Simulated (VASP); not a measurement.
Runs of VASP 6.6.1 on HfB. The structure is that of space group Fm-3m (No. 225), or close to it. The cells are those of the table. 

| task | level | U | cell | k mesh | cutoff (eV) | grid for exact exchange (PRECFOCK) | share of exact exchange | screening parameter | gap on the mesh (eV) | pressure (GPa) |
| --- | --- | --- | --- | --- | --- | --- | --- | --- | --- | --- |
| single point | HSE06 | - | a = 3.310 Å, angles 60.0°, 2 atoms | 6 × 6 × 6 | 520 | Normal | 0.25 | 0.2079 1/Å | none | (a) |
| single point | HSE06 | - | a = 3.245 Å, angles 60.0°, 2 atoms | 6 × 6 × 6 | 520 | Normal | 0.25 | 0.2079 1/Å | none | 34.1 |
| single point | PBE0 | - | a = 3.288 Å, angles 60.0°, 2 atoms | 6 × 6 × 6 | 520 | Normal | 0.25 | - | none | 22.3 |
| single point | PBEsol-based screened hybrid with 25 % exact exchange | - | a = 3.267 Å, angles 60.0°, 2 atoms | 5 × 5 × 5 | 520 | Normal | 0.25 | 0.207 1/Å | none | 24.7 |
| relaxation of cell and atoms | r2SCAN+U | Hf d U = 4.0 eV | relaxed from a = 3.267 Å, angles 60.0°, 2 atoms | 10 × 10 × 10 | 600 | - | - | - | none | 0.1 |

Alike in all rows: potentials or basis VASP PAW PBE potentials, release 64 (Hf_pv, B); no spin polarisation; smearing fermi-dirac 0.05 eV.

Q: Fill in the values left out.

A: (a) 18.0.

Caveats: some runs use coarse meshes; the PAW data sets were made with another functional, which shifts forces and pressure a little; spin-orbit coupling is left out, which moves the levels of the heavy elements; U without spin polarisation on a metal has little footing (at least some runs); the U is typed as a test and isn't derived for this compound (at least some runs).

A k mesh can miss the band edges, and the runs leave out spin-orbit coupling on Hf.

A gap of «none» marks levels without a gap at the run's occupations.
